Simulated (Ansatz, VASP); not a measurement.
**One calculation of C, two programs**

```xyz
12
Lattice="2.4589 0.0000 0.0000 0.0000 3.8680 0.0000 0.0000 0.0000 25.5648" Properties=species:S:1:pos:R:3 pbc="T T T"
C     1.2295    0.8917    7.5000
C     0.0000    0.6317    8.1605
C     0.0000    0.1101    9.4809
C     1.2295    3.7182   10.1414
C     1.2295    3.1966   11.4617
C     0.0000    2.9366   12.1222
C     0.0000    2.4150   13.4426
C     1.2295    2.1550   14.1031
C     1.2295    1.6335   15.4235
C     0.0000    1.3735   16.0840
C     0.0000    0.8519   17.4043
C     1.2295    0.5919   18.0648
```

Alike in both runs: task single point; functional PBEsol; k mesh 14 × 9 × 1; occupations gaussian, width 0.05 eV; no spin polarisation.

```csv
,VASP,Ansatz
version,VASP 6.6.1,Ansatz 0.2.0
potentials or method,"VASP PAW PBE potentials, release 64 (C), cutoff 520 eV","scalar-relativistic, plane waves, PAW"
valence electrons in the cell,48,48
```

```csv
,VASP,Ansatz,Ansatz less VASP
gap on the k mesh at the Fermi level (eV),none,none,-
rms of the force components (eV/Å),0.832,0.840,+0.0075
```

VASP's potentials were made for PBE, not for PBEsol. Atom by atom the forces differ by 0.015 eV/Å (rms over components). A gap of «none» marks a metal or a gap that the smearing closes. Ansatz's warnings: xc potential rough in thin density.
